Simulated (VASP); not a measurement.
## Si: single point with PBE

Si:

```
Si
1.0
     0.00000   -2.68909   -2.68909
     0.00000    2.68909   -2.68909
     5.37818    0.00000    0.00000
Si
4
Direct
  0.50000 0.50000 0.00000
  0.00000 0.00000 0.50000
  0.00000 0.50000 0.25000
  0.50000 0.00000 0.75000
```

This cell differs from its parent crystal: the cell strained.

```
Program             : VASP 6.6.1
Task                : single point
Functional          : PBE
Potentials or basis : VASP PAW PBE potentials, release 64 (Si)
Cutoff              : 520 eV
k mesh              : 8 × 8 × 6
Occupations         : gaussian, width 0.05 eV
Spin                : no spin polarisation
```

```
Pressure               : 5.0 GPa
Band gap on the k mesh : 0.52 eV
```

Levels at points of the mesh, in eV from the valence-band top:
```
           k point  band 6  band 7  band 8  band 9  band 10  band 11
(0.00, 0.00, 0.00)    0.00    0.00    0.00    0.65     0.65     2.58
(0.50, 0.00, 0.00)   -3.86   -1.36   -1.36    2.47     2.47     4.85
(0.50, 0.50, 0.00)   -2.93   -2.93   -2.93    0.65     0.65     0.65
(0.00, 0.00, 0.50)   -1.94   -1.94   -1.94    1.10     1.10     3.12
(0.50, 0.00, 0.50)   -1.22   -1.22   -1.22    1.64     1.64     3.33
(0.50, 0.50, 0.50)   -3.97   -3.97   -3.97    4.26     4.26     4.26
```

Run time: 21 s on 1 thread of Intel(R) Xeon(R) 6975P-C (Granite Rapids), on a shared host, peak memory 0.19 GiB.

Caveat: the cell differs from its parent crystal (the cell strained); the cell stands under pressure. A k mesh can miss the band edges.
